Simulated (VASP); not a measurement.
# BN in VASP: relaxation of the atoms with LDA

Aim: the relaxation of the atoms of BN with LDA.

All numbers are computed with VASP 6.6.1; they aren't measurements. Logs are shortened: lines on timing, memory, paths and dates and some standing lists are left out, and cuts for length are marked.

## 1. The cell of the first run

The cell holds a sheet with vacuum, 8 atoms: a = 2.489 Å, b = 2.489 Å, c = 26.985 Å, α = 90.00°, β = 90.00°, γ = 120.00°.

## 2. Relaxation of the atoms, LDA

INCAR

```
PREC     = Accurate       # precision mode
ENCUT    = 520            # plane-wave cutoff, eV
EDIFF    = 1E-7           # SCF threshold, eV
ISMEAR   = 0              # smearing method
SIGMA    = 0.01           # smearing width, eV
LREAL    = False          # projectors in reciprocal space
LASPH    = True           # aspherical terms in the spheres
NELM     = 120            # most SCF steps
ALGO     = Normal         # electronic algorithm
ISIF     = 2              # what is computed and relaxed
LWAVE    = False          # write WAVECAR
LCHARG   = False          # write CHGCAR
GGA      = CA             # functional
IBRION   = 2              # ionic algorithm
NSW      = 80             # ionic steps
EDIFFG   = -0.001         # ionic threshold
GGA_COMPAT= False        
NELMIN   = 4            
NELMDL   = -8
```

KPOINTS

```
regular mesh
0
Gamma
  12 12 1
```

POSCAR

```
BN
1.0
    2.4890389570      0.0000000000      0.0000000000
   -1.2445194785      2.1555709678      0.0000000000
    0.0000000000      0.0000000000     26.9852068300
B N
4 4
Direct
    0.3333333330      0.6666666670      0.0601496540
    0.3333333330      0.6666666670      0.3007482700
    0.6666666670      0.3333333330      0.1804489620
    0.6666666670      0.3333333330      0.4210475780
    0.6666666670      0.3333333330      0.0601496540
    0.6666666670      0.3333333330      0.3007482700
    0.3333333330      0.6666666670      0.1804489620
    0.3333333330      0.6666666670      0.4210475780
```

Potentials or basis: VASP PAW LDA potentials, release 64 (B, N).

Run with:

```
cat potpaw_LDA.64/B/POTCAR potpaw_LDA.64/N/POTCAR > POTCAR
mpirun -np 1 vasp_std > vasp.out
```

OUTCAR:

```text
PREC = Accurate
   ENCUT = 520
   EDIFF = 1E-7
   ISMEAR = 0
   LREAL = False
   LASPH = True
   NELM = 120
   ISIF = 2
   GGA = CA
   IBRION = 2
   NSW = 80
   EDIFFG = -0.001
   NELMIN = 4
   NELMDL = -8

 ion  position               nearest neighbor table
   1  0.333  0.667  0.060-   5 1.44   5 1.44   5 1.44
   2  0.333  0.667  0.301-   6 1.44   6 1.44   6 1.44
   3  0.667  0.333  0.180-   7 1.44   7 1.44   7 1.44
   4  0.667  0.333  0.421-   8 1.44   8 1.44   8 1.44
   5  0.667  0.333  0.060-   1 1.44   1 1.44   1 1.44
   6  0.667  0.333  0.301-   2 1.44   2 1.44   2 1.44
   7  0.333  0.667  0.180-   3 1.44   3 1.44   3 1.44
   8  0.333  0.667  0.421-   4 1.44   4 1.44   4 1.44

  LATTYP: Found a hexagonal cell.
 ALAT       =     2.4890389570
 C/A-ratio  =    10.8416169036

  Lattice vectors:

 A1 = (   2.4890389570,   0.0000000000,   0.0000000000)
 A2 = (  -1.2445194785,   2.1555709678,   0.0000000000)
 A3 = (   0.0000000000,   0.0000000000,  26.9852068300)

Analysis of symmetry for initial positions (statically):
=====================================================================
 Subroutine PRICEL returns:
 Original cell was already a primitive cell.

 Routine SETGRP: Setting up the symmetry group for a
 hexagonal supercell.

 Subroutine GETGRP returns: Found 12 space group operations
 (whereof  6 operations were pure point group operations)
 out of a pool of 24 trial point group operations.

The static configuration has the point symmetry C_3v.
 The point group associated with its full space group is D_3d.

Analysis of symmetry for dynamics (positions and initial velocities):
=====================================================================
 Subroutine PRICEL returns:
 Original cell was already a primitive cell.

 Routine SETGRP: Setting up the symmetry group for a
 hexagonal supercell.

 Subroutine GETGRP returns: Found 12 space group operations
 (whereof  6 operations were pure point group operations)
 out of a pool of 24 trial point group operations.

The dynamic configuration has the point symmetry C_3v.
 The point group associated with its full space group is D_3d.

 Subroutine INISYM returns: Found 12 space group operations
 (whereof  6 operations are pure point group operations),
 and found     1 'primitive' translations

----------------------------------------------------------------------------------------

                                     Primitive cell

  volume of cell :     144.7837

  direct lattice vectors                    reciprocal lattice vectors
     2.489038957  0.000000000  0.000000000     0.401761490  0.231957104  0.000000000
    -1.244519478  2.155570968  0.000000000     0.000000000  0.463914209  0.000000000
     0.000000000  0.000000000 26.985206830     0.000000000  0.000000000  0.037057341

  length of vectors
     2.489038957  2.489038957 26.985206830     0.463914209  0.463914209  0.037057341

  position of ions in fractional coordinates (direct lattice)
     0.333333333  0.666666667  0.060149654
     0.333333333  0.666666667  0.300748270
     0.666666667  0.333333333  0.180448962
     0.666666667  0.333333333  0.421047578
     0.666666667  0.333333333  0.060149654
     0.666666667  0.333333333  0.300748270
     0.333333333  0.666666667  0.180448962
     0.333333333  0.666666667  0.421047578

  ion indices of the primitive-cell ions
   primitive index   ion index
                 1           1
                 2           2
                 3           3
                 4           4
                 5           5
                 6           6
                 7           7
                 8           8

----------------------------------------------------------------------------------------

 KPOINTS: regular mesh

Automatic generation of k-mesh.
 Grid dimensions read from file:
 generate k-points for:   12   12    1

 Generating k-lattice:

  Cartesian coordinates                     Fractional coordinates (reciprocal lattice)
     0.033480124  0.019329759  0.000000000     0.083333333  0.000000000  0.000000000
     0.000000000  0.038659517  0.000000000     0.000000000  0.083333333  0.000000000
     0.000000000  0.000000000  0.037057341     0.000000000  0.000000000  1.000000000

  Length of vectors
     0.038659517  0.038659517  0.037057341

  Shift w.r.t. Gamma in fractional coordinates (k-lattice)
     0.000000000  0.000000000  0.000000000

 Subroutine IBZKPT returns following result:
 ===========================================

 Found     19 irreducible k-points:

 Following reciprocal coordinates:
            Coordinates               Weight
  0.000000  0.000000  0.000000      1.000000
  0.083333  0.000000  0.000000      6.000000
  0.166667 -0.000000  0.000000      6.000000
  0.250000  0.000000  0.000000      6.000000
  0.333333  0.000000  0.000000      6.000000
  0.416667 -0.000000  0.000000      6.000000
[... 11 lines left out ...]
  0.333333  0.250000  0.000000     12.000000
  0.333333  0.333333  0.000000      2.000000
   k-points           NKPTS =     19   k-points in BZ     NKDIM =     19   number of bands    NBANDS=     21
   number of dos      NEDOS =    301   number of ions     NIONS =      8
   total plane-waves  NPLWV =  84000
   dimension x,y,z NGX =    20 NGY =   20 NGZ =  210
   dimension x,y,z NGXF=    40 NGYF=   40 NGZF=  420
   ions per type =               4   4
   NGX,Y,Z   is equivalent  to a cutoff of  13.36, 13.36, 12.94 a.u.
   NGXF,Y,Z  is equivalent  to a cutoff of  26.72, 26.72, 25.87 a.u.
 SYSTEM =  unknown system
   PREC   = accura    normal or accurate (medium, high low for compatibility)
   ISTART =      0    job   : 0-new  1-cont  2-samecut
   ICHARG =      2    charge: 1-file 2-atom 10-const
   ISPIN  =      1    spin polarized calculation?
   LNONCOLLINEAR =      F non collinear calculations
   LSORBIT =      F    spin-orbit coupling
   LASPH  =      T    aspherical Exc in radial PAW
   ENCUT  =  520.0 eV  38.22 Ry    6.18 a.u.   4.63  4.63 50.17*2*pi/ulx,y,z
   NELM   =    120;   NELMIN=  4; NELMDL= -8     # of ELM steps
   EDIFF  = 0.1E-06   stopping-criterion for ELM
   LREAL  =      F    real-space projection
   EDIFFG = -.1E-02   stopping-criterion for IOM
   NSW    =     80    number of steps for IOM
   IBRION =      2    ionic relax: 0-MD 1-quasi-New 2-CG
   NFREE  =      1    steps in history (QN), initial steepest desc. (CG)
   ISIF   =      2    stress and relaxation
   ISYM   =      2    0-nonsym 1-usesym 2-fastsym
   POTIM  = 0.5000    time-step for ionic-motion
   TEBEG  =    0.0;   TEEND  =   0.0 temperature during run
   PSTRESS=    0.0 pullay stress
   NELECT =      32.0000    total number of electrons
   NUPDOWN=      -1.0000    fix difference up-down
   EMIN   =  10.00;   EMAX   =-10.00  energy-range for DOS
   EFERMI =   0.00;   METHOD = LEGACY
   ISMEAR =     0;   SIGMA  =   0.01  broadening in eV -4-tet -1-fermi 0-gaus
   EFERMI_NEDOS =   21; number of points for ismear=-14 and -15
   IALGO  =     38    algorithm
   IMIX   =      4    mixing-type and parameters
     AMIX     =   0.40;   BMIX     =  1.00
     AMIX_MAG =   1.60;   BMIX_MAG =  1.00
  volume/ion in A,a.u.               =      18.10       122.13
  Fermi-wavevector in a.u.,A,eV,Ry     =   0.989809  1.870469 13.329935  0.979723
  Thomas-Fermi vector in A             =   2.121435
   LORBIT       =      0    0 simple, 1 ext, 2 COOP (PROOUT), +10 PAW based schemes
   GGA     = CA    functional components
   LHFCALC =     F    Hartree Fock is set to
   AEXX    =    0.0000 exact exchange contribution
   IVDW    =     0    specifies the selected vdW correction
   LEPSILON=     F    determine dielectric tensor
   LRPA    =     F    only Hartree local field effects (RPA)
 conjugate gradient relaxation of ions
 non-spin polarized calculation
 Gauss-broadening in eV      SIGMA  =   0.01
  energy-cutoff  :      520.00
  volume of cell :      144.78
 maximum number of plane-waves:      3942
 NGX is ok and might be reduce to    20
   NGX =  9   NGY =  9   NGZ =101

--------------------------------------- Ionic step        1  -------------------------------------------

 number of electron      32.0000000 magnetization

 Free energy of the ion-electron system (eV)
  ---------------------------------------------------
  ext. energy  EPLUGINS =         0.00000000
  ---------------------------------------------------
  free energy    TOTEN  =       -77.10708182 eV

  energy without entropy =      -77.10708182  energy(sigma->0) =      -77.10708182

------------------------ aborting loop because EDIFF is reached ----------------------------------------

  FORCE on cell =-STRESS in cart. coord.  units (eV):
  Direction    XX          YY          ZZ          XY          YZ          ZX
  --------------------------------------------------------------------------------------
  -------------------------------------------------------------------------------------
  Total        0.2473076      0.2473076     -0.0743033      0.0000000      0.0000000     -0.0000000
  in kB        2.7367070      2.7367070     -0.8222408      0.0000000      0.0000000     -0.0000000
  external PRESSURE =       1.5503911 kB  Pullay stress =       0.0000000 kB

 VOLUME and BASIS-vectors are now :
 -----------------------------------------------------------------------------
  energy-cutoff  :      520.00
  volume of cell :      144.78
      direct lattice vectors                 reciprocal lattice vectors
     2.489038957  0.000000000  0.000000000     0.401761490  0.231957104  0.000000000
    -1.244519478  2.155570968  0.000000000     0.000000000  0.463914209  0.000000000
     0.000000000  0.000000000 26.985206830     0.000000000  0.000000000  0.037057341
[... 43 lines left out ...]
 POSITION                                       TOTAL-FORCE (eV/Angst)
 -----------------------------------------------------------------------------------
     -0.00000      1.43705      1.62490        -0.000000      0.000000     -0.016142
     -0.00000      1.43705      8.11574        -0.000000      0.000000      0.000374
      1.24452      0.71852      4.86947         0.000000     -0.000000     -0.000374
      1.24452      0.71852     11.36031         0.000000     -0.000000      0.016142
      1.24452      0.71852      1.62140        -0.000000     -0.000000      0.016180
      1.24452      0.71852      8.11577         0.000000     -0.000000     -0.000302
     -0.00000      1.43705      4.86944        -0.000000     -0.000000      0.000302
     -0.00000      1.43705     11.36380         0.000000      0.000000     -0.016180
 -----------------------------------------------------------------------------------
    total drift:                               -0.000000      0.000000     -0.000012

  FREE ENERGIE OF THE ION-ELECTRON SYSTEM (eV)
  ---------------------------------------------------
  free  energy   TOTEN  =       -77.1071503286 eV

  energy  without entropy=      -77.1071503286  energy(sigma->0) =      -77.10715033

--------------------------------------- Ionic step        3  -------------------------------------------

 number of electron      32.0000000 magnetization

 Free energy of the ion-electron system (eV)
  ---------------------------------------------------
  ext. energy  EPLUGINS =         0.00000000
  ---------------------------------------------------
  free energy    TOTEN  =       -77.10716914 eV

  energy without entropy =      -77.10716914  energy(sigma->0) =      -77.10716914

 E-fermi :  -1.9333     XC(G=0):  -5.4548

 val. band max:       -2.0189491479   @ k =   0.3333   0.3333   0.0000
 cond. band min:       2.1058037260   @ k =   0.5000   0.0000   0.0000
 fundamental gap:      4.1247528739
 Fermi energy:        -1.9332507752

 k-point     1 :       0.0000    0.0000    0.0000
  band No.  band energies     occupation
      1     -19.7208      2.00000
      2     -19.6205      2.00000
      3     -19.5046      2.00000
      4     -19.4198      2.00000
      5      -8.3586      2.00000
      6      -7.8041      2.00000
[... 13 lines left out ...]
     20       4.5942      0.00000
     21       4.9819      0.00000
[... 452 lines left out ...]
 POSITION                                       TOTAL-FORCE (eV/Angst)
 -----------------------------------------------------------------------------------
     -0.00000      1.43705      1.62435        -0.000000      0.000000     -0.000099
     -0.00000      1.43705      8.11574         0.000000     -0.000000      0.000262
      1.24452      0.71852      4.86946        -0.000000      0.000000     -0.000262
      1.24452      0.71852     11.36086        -0.000000     -0.000000      0.000099
      1.24452      0.71852      1.62195         0.000000     -0.000000     -0.000452
      1.24452      0.71852      8.11576        -0.000000     -0.000000     -0.000341
     -0.00000      1.43705      4.86944         0.000000      0.000000      0.000341
     -0.00000      1.43705     11.36325        -0.000000      0.000000      0.000452
 -----------------------------------------------------------------------------------
    total drift:                               -0.000000      0.000000     -0.000012

  FREE ENERGIE OF THE ION-ELECTRON SYSTEM (eV)
  ---------------------------------------------------
  free  energy   TOTEN  =       -77.1071691409 eV

  energy  without entropy=      -77.1071691409  energy(sigma->0) =      -77.10716914

 reached required accuracy - stopping structural energy minimisation
```

Run time: 1.8 min. Hardware: 1 thread of AMD EPYC 9R45 (Zen 5), shared host; peak memory 0.2 GiB.

Results:

| Item | Value |
| --- | --- |
| Free energy | -77.1072 eV |
| Energy gained by relaxing | 0.0 meV/atom |
| Ionic steps | 3 |
| Band gap on the k mesh | 4.12 eV (least direct gap 4.58 eV) |

Final structure:
```
B N
1.0
     2.48904    0.00000    0.00000
    -1.24452    2.15557    0.00000
     0.00000    0.00000   26.98521
B N
4 4
Direct
  0.33333 0.66667 0.06019
  0.33333 0.66667 0.30075
  0.66667 0.33333 0.18045
  0.66667 0.33333 0.42100
  0.66667 0.33333 0.06011
  0.66667 0.33333 0.30075
  0.33333 0.66667 0.18045
  0.33333 0.66667 0.42109
```

Levels at points of the mesh, in eV from the valence-band top:
| k point | band 13 | band 14 | band 15 | band 16 | band 17 | band 18 | band 19 | band 20 |
| --- | --- | --- | --- | --- | --- | --- | --- | --- |
| (0.00, 0.00, 0.00) | -1.30 | -1.30 | -1.29 | -1.29 | 4.95 | 5.22 | 6.07 | 6.61 |
| (0.50, 0.00, 0.00) | -1.46 | -1.13 | -0.76 | -0.50 | 4.12 | 4.41 | 4.91 | 5.42 |
